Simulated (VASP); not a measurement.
Runs of VASP 6.6.1 on KCl. Symmetry: Fm-3m, No. 225, cubic system. The conventional cell has a = 6.293 Å, b = 6.293 Å, c = 6.293 Å, α = 90.00°, β = 90.00°, γ = 90.00°. Within 4.1 Å of K (site symmetry m-3m) lie 6 Cl at 3.15 Å. Cl (site symmetry m-3m) has 6 K at 3.15 Å within 4.1 Å. 

```csv
task,cell,k mesh,cutoff (eV),smearing,gap on the mesh (eV),pressure (GPa)
relaxation of cell and atoms,"relaxed to 4 GPa from a = 4.450 Å, angles 60.0, 60.0, 90.0°, 2 atoms",6 × 6 × 6,600,gaussian 0.01 eV,6.39,4.0
relaxation of cell and atoms,"relaxed to 15 GPa from a = 4.450 Å, angles 60.0, 60.0, 90.0°, 2 atoms",6 × 6 × 6,600,gaussian 0.01 eV,(c),15.0
relaxation of cell and atoms,"relaxed to 10 GPa from a = 4.450 Å, angles 60.0, 60.0, 90.0°, 2 atoms",6 × 6 × 6,600,gaussian 0.01 eV,6.61,10.0
single point,"a = 4.450 Å, angles 60.0, 60.0, 90.0°, 2 atoms",10 × 10 × 10,520,fermi-dirac 0.08 eV,(b),0.0
relaxation of cell and atoms,"relaxed to -2 GPa from a = 4.450 Å, angles 60.0, 60.0, 90.0°, 2 atoms",6 × 6 × 6,600,gaussian 0.01 eV,5.35,-2.0
relaxation of cell and atoms,"relaxed to 7 GPa from a = 4.450 Å, angles 60.0, 60.0, 90.0°, 2 atoms",6 × 6 × 6,600,gaussian 0.01 eV,(a),7.0
relaxation of cell and atoms,"relaxed to 2 GPa from a = 4.450 Å, angles 60.0, 60.0, 90.0°, 2 atoms",6 × 6 × 6,600,gaussian 0.01 eV,6.14,2.0
```

Alike in all rows: level r2SCAN; potentials or basis VASP PAW PBE potentials, release 64 (K_sv, Cl); no spin polarisation.

Question: Fill in the values left out.

Answer: (a) 6.70; (b) 5.83; (c) 6.42.

Caveats: the PAW data sets were made with another functional, which shifts forces and pressure a little; the cell is relaxed towards a set pressure, so the run minimises the enthalpy, not the energy (at least some runs).

A k mesh can miss the band edges.
